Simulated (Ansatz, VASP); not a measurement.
CuO: VASP beside Ansatz

File INCAR:

```
SYSTEM = CuO
PREC = Accurate
ENCUT = 700
EDIFF = 1E-6
ISMEAR = -1
SIGMA = 0.05
LREAL = .False.
LASPH = .True.
NELM = 120
ALGO = Normal
ISIF = 2
LWAVE = .False.
LCHARG = .False.
GGA = RP
NBANDS = 33
GGA_COMPAT = .False.
```

KPOINTS

```
regular mesh
0
Gamma
  10 10 5
  0 0 0
```

Contents of POSCAR:

```
CuO
1.0
    2.3129614193     -1.6902429297      0.0000000000
    2.3129614193      1.6902429297      0.0000000000
   -0.8489194314      0.0000000000      4.9910602940
Cu O
2 2
Direct
    0.0032000000      0.4968000000      0.0000000000
    0.4968000000      0.0032000000      0.5000000000
    0.5714000000      0.4056000000      0.2537000000
    0.4056000000      0.5714000000      0.7537000000
```

File input.yaml:

```yaml
crystal:
  lattice:
    - [2.3129614193, -1.6902429297, 0.0]
    - [2.3129614193, 1.6902429297, 0.0]
    - [-0.8489194314, 0.0, 4.991060294]
  atoms:
    - { symbol: Cu, position: [0.0032, 0.4968, 0.0] }
    - { symbol: Cu, position: [0.4968, 0.0032, 0.5] }
    - { symbol: O, position: [0.5714, 0.4056, 0.2537] }
    - { symbol: O, position: [0.4056, 0.5714, 0.7537] }
hamiltonian:
  xc: rpbe
  pseudopotentials: { kind: paw }
kpoints:
  mp_grid: { grid: [10, 10, 5] }
scf:
  occupations: { method: fermi_dirac, width: 0.05 }
output:
  forces: true
  stress: true
  eigenvalues: true
  write_density: true
  write_potential: true
  elf: true
  volumetric_format: npy
```

Alike in both runs: task single point; functional RPBE; k mesh 10 × 10 × 5; occupations fermi-dirac, width 0.05 eV; no spin polarisation.

|  | VASP | Ansatz |
| --- | --- | --- |
| version | VASP 6.6.1 | Ansatz 0.2.0 |
| potentials or method | VASP PAW PBE potentials, release 64 (Cu_sv_GW, O) | Ansatz PAW |
| plane-wave cutoff (eV) | 700 | 420 |
| valence electrons in the cell | 50 | 50 |

|  | VASP | Ansatz | Ansatz less VASP |
| --- | --- | --- | --- |
| gap on the k mesh at the Fermi level (eV) | none | none | - |
| pressure (GPa) | 16.8 | 19.9 | +3.13 |
| traceless stress, the component that is largest in VASP (GPa) | -3.40 | -3.44 | -0.045 |
| rms of the force components (eV/Å) | 0.502 | 0.500 | -0.0024 |

VASP's potentials were made for PBE, not for RPBE. Atom by atom the forces differ by 0.004 eV/Å (rms over components). A gap of «none» marks a metal or a gap that the smearing closes. The functional is the same, so the differences come from potentials, cutoffs and numerics.
